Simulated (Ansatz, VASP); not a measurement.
CsLi3P2: VASP beside Ansatz

The input INCAR:

```
PREC = Accurate
ENCUT = 600
EDIFF = 1E-6
ISMEAR = 0
SIGMA = 0.1
LREAL = F
LASPH = T
NELM = 100
ALGO = Normal
ISIF = 3
LWAVE = F
LCHARG = F
GGA = PE
IBRION = 2
NSW = 100
EDIFFG = -0.01
```

File KPOINTS:

```
regular mesh
0
Gamma
  6 6 12
```

The input POSCAR:

```
CsLi3P2
1.0
    7.8845372581      0.0000000000      0.0000000000
   -3.9422686290      6.8282095626      0.0000000000
    0.0000000000      0.0000000000      3.2645280891
Cs Li P
1 3 2
Direct
    0.0000000000      0.0000000000      0.0000000000
    0.5000000000      0.0000000000      0.5000000000
    0.0000000000      0.5000000000      0.5000000000
    0.5000000000      0.5000000000      0.5000000000
    0.3333333333      0.6666666667      0.5000000000
    0.6666666667      0.3333333333      0.5000000000
```

Input for Ansatz:

```yaml
crystal:
  lattice:
    - [7.8845372581, 0.0, 0.0]
    - [-3.942268629, 6.8282095626, 0.0]
    - [0.0, 0.0, 3.2645280891]
  atoms:
    - { symbol: Cs, position: [0.0, 0.0, 0.0] }
    - { symbol: Li, position: [0.5, 0.0, 0.5] }
    - { symbol: Li, position: [0.0, 0.5, 0.5] }
    - { symbol: Li, position: [0.5, 0.5, 0.5] }
    - { symbol: P, position: [0.3333333333, 0.6666666667, 0.5] }
    - { symbol: P, position: [0.6666666667, 0.3333333333, 0.5] }
basis:
  ecutwfc: 420
kpoints:
  mp_grid: { grid: [6, 6, 12] }
hamiltonian:
  xc: pbe
scf:
  occupations: { method: gaussian, width: 0.1 }
output:
  forces: true
  stress: true
  eigenvalues: true
  write_density: true
  write_potential: true
  elf: true
  volumetric_format: npy
relax:
  adjacent_minimum: "off"
  f_tol: 0.01
  max_steps: 80
  cell: { stress_tol: 0.05 }
```

Alike in both runs: task relaxation of cell and atoms; functional PBE; k mesh 6 × 6 × 12; occupations gaussian, width 0.1 eV; no spin polarisation.

```csv
,VASP,Ansatz
version,VASP 6.6.1,Ansatz 0.2.0
potentials or method,"VASP PAW PBE potentials, release 64 (Cs_sv, Li_sv, P), cutoff 600 eV","scalar-relativistic, plane waves, PAW"
valence electrons in the cell,28,28
```

```tsv
	VASP	Ansatz	Ansatz less VASP
gap on the k mesh at the Fermi level, each at its own relaxed structure (eV)	none	none	-
relaxed volume (Å³/atom)	29.77	29.72	-0.054
relaxed cell length with the largest relative difference (Å)	7.887	7.881	-0.0059
```

A gap of «none» marks a metal or a gap that the smearing closes.

Neither program's run includes spin-orbit coupling. Noted on VASP's run: the cutoff is short for stress, so the pressure is rough.
